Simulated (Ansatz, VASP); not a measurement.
**Pb: VASP beside Ansatz**

```xyz
1
Lattice="-2.1230 2.1230 1.7778 2.1230 -2.1230 1.7778 2.1230 2.1230 -1.7778" Properties=species:S:1:pos:R:3 pbc="T T T"
Pb    0.0000    0.0000    0.0000
```

Alike in both runs: functional PBE; k mesh 16 × 16 × 16; occupations gaussian, width 0.1 eV; no spin polarisation.

Ansatz relaxed the structure, and its values are those at the end. VASP's run is a single point on that final structure, the one shown.

|  | VASP | Ansatz |
| --- | --- | --- |
| version | VASP 6.6.1 | Ansatz 0.2.0 |
| potentials or method | VASP PAW PBE potentials, release 64 (Pb_d), cutoff 520 eV | scalar-relativistic, plane waves, PAW |
| valence electrons in the cell | 14 | 14 |

|  | VASP | Ansatz | Ansatz less VASP |
| --- | --- | --- | --- |
| gap on the k mesh at the Fermi level (eV) | none | none | - |
| pressure (GPa) | 0.0 | 0.0 | +0.04 |

A gap of «none» marks a metal or a gap that the smearing closes. With one functional, cell and mesh, what is left measures potentials, basis and numerics.

Spin-orbit coupling is off throughout.
